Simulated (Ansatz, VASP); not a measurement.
# Two plane-wave programs on Al2O3

```
Al O
1.0
     2.96270    0.00000    0.00000
    -1.48135    2.56577    0.00000
     0.00000    0.00000    7.35416
Al O
2 3
Direct
  0.00000 0.00000 0.27443
  0.00000 0.00000 0.72557
  0.33333 0.66667 0.19524
  0.66667 0.33333 0.80476
  0.00000 0.00000 0.50000
```

Alike in both runs: functional LDA; k mesh 12 × 12 × 4; no spin polarisation.

Ansatz relaxed the structure, and its values are those at the end. VASP's run is a single point on that final structure, the one shown.

```csv
,VASP,Ansatz
version,VASP 6.6.1,Ansatz 0.2.0
potentials or method,"VASP PAW LDA potentials, release 64 (Al, O), cutoff 520 eV","plane waves, PAW"
occupations,"gaussian, width 0.01 eV",fixed
valence electrons in the cell,24,24
```

```csv
,VASP,Ansatz,Ansatz less VASP
pressure (GPa),1.0,0.0,-0.99
rms of the force components (eV/Å),0.053,0.001,-0.0514
```

LDA's correlation is that of Perdew and Zunger in VASP and of Perdew and Wang (1992) in Ansatz.
